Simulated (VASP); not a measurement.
Wanted: the native input for a VASP 6.6.1 run.

```yaml
Task: single point
Functional: PBEsol
Potentials_or_basis: VASP PAW PBE potentials, release 64 (Hf_pv, N)
Cutoff: 520 eV
k_mesh: 18 × 18 × 10
Occupations: gaussian, width 0.15 eV
Spin: no spin polarisation
Dipole_correction: no
Further_INCAR_settings: ALGO = Normal; EDIFF = 1e-06; NBANDS = 23
```

The structure of HfN lies in POSCAR:

```
HfN
1.0
    3.1277073108     -0.0312770731      0.0000000000
   -1.5909403953      2.7243125233      0.0000000000
    0.0000000000      0.0000000000      5.3909359352
Hf N
2 2
Direct
    0.6666666667      0.3333333333      0.7500000000
    0.3333333333      0.6666666667      0.2500000000
    0.0000000000      0.0000000000      0.0000000000
    0.0000000000      0.0000000000      0.5000000000
```

This cell differs from its parent crystal: strain -0.0200 x Voigt [0, 0, 0, 0, 0, 1].

The input as run:

INCAR

```
  ALGO = Normal
  EDIFF = 1E-6
  ENCUT = 520
  GGA = PS
  ISIF = 2
  ISMEAR = 0
  LASPH = T
  LCHARG = F
  LREAL = F
  LWAVE = F
  NBANDS = 23
  NELM = 100
  PREC = Accurate
  SIGMA = 0.15
```

KPOINTS

```
k-points
0
Gamma
  18 18 10
```

Potentials or basis: VASP PAW PBE potentials, release 64 (Hf_pv, N).

The run is started by

```sh
$ cat potpaw_PBE.64/Hf_pv/POTCAR potpaw_PBE.64/N/POTCAR > POTCAR
$ mpirun -np 1 vasp_std > vasp.out
```

Results of the run:

* Pressure: -2.0 GPa
* Largest force: 0.025 eV/Å
* Band gap on the k mesh: zero (bands 15 and 16 overlap by 2.39 eV)

Caveat: the cell differs from its parent crystal (strain -0.0200 x Voigt [0, 0, 0, 0, 0, 1]); the PAW data sets were made with another functional, which shifts forces and pressure a little; spin-orbit coupling is left out, which moves the levels of the heavy elements.

Run time: 4.1 min on 1 thread of Intel(R) Xeon(R) 6975P-C (Granite Rapids), with other jobs on the host, peak memory 0.87 GiB.
